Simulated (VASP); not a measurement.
Wanted: the native input for a VASP 6.6.1 run.

| Item | Value |
| --- | --- |
| Task | single point |
| Functional | PBEsol-based screened hybrid with 25 % exact exchange |
| Potentials or basis | VASP PAW PBE potentials, release 64 (Pd) |
| Cutoff | 520 eV |
| k mesh | 6 × 6 × 6 |
| Occupations | fermi-dirac, width 0.05 eV |
| Spin | no spin polarisation |
| Dipole correction | no |
| Grid for exact exchange (PRECFOCK) | Normal |
| Share of exact exchange | 0.25 |
| Further INCAR settings | ALGO = Normal; EDIFF = 1e-06; NBANDS = 11 |
| Screening parameter | 0.207 1/Å |

Crystal: Pd.

```xyz
1
Lattice="0.0000 1.9594 1.9594 1.9594 0.0000 1.9594 1.9594 1.9594 0.0000" Properties=species:S:1:pos:R:3 pbc="T T T"
Pd    0.0000    0.0000    0.0000
```

The input as run:

POSCAR

```
Pd
1.0
    0.0000000000      1.9593911042      1.9593911042
    1.9593911042      0.0000000000      1.9593911042
    1.9593911042      1.9593911042      0.0000000000
Pd
1
Direct
    0.0000000000      0.0000000000      0.0000000000
```

INCAR.step1

```
PREC = Accurate ; ENCUT = 520
EDIFF = 1E-5 ; ISMEAR = -1
SIGMA = 0.05 ; LREAL = False
LASPH = True ; NELM = 60
ALGO = Normal ; ISIF = 2
LWAVE = True ; GGA = PE
NBANDS = 11
```

INCAR.step2

```
PREC = Accurate ; ENCUT = 520
EDIFF = 1E-6 ; ISMEAR = -1
SIGMA = 0.05 ; LREAL = False
LASPH = True ; NELM = 60
ALGO = Normal ; ISIF = 2
LWAVE = False ; LCHARG = True
GGA = PS ; LHFCALC = True
AEXX = 0.25 ; HFSCREEN = 0.207
PRECFOCK = Normal ; LELF = True
LVHAR = True ; ISTART = 1
NBANDS = 11
```

KPOINTS

```
regular mesh
0
Gamma
  6 6 6
```

Potentials or basis: VASP PAW PBE potentials, release 64 (Pd).

Command:

```console
$ cat potpaw_PBE.64/Pd/POTCAR > POTCAR
$ cp INCAR.step1 INCAR
$ mpirun -np 1 vasp_std > vasp.out
$ cp INCAR.step2 INCAR
$ mpirun -np 1 vasp_std > vasp.out
```

Results of the run:

The pressure is -8.3 GPa and the band gap on the k mesh is zero (bands 5 and 6 overlap by 2.20 eV).

Caveat: the k points lie up to 0.46 Å⁻¹ apart, too coarse for converged energies and pressures of a metal; the PAW data sets were made with another functional, which shifts forces and pressure a little.

Run time: 9.9 min on 1 thread of Intel Xeon 8259CL, on a shared host, peak memory 0.25 GiB.
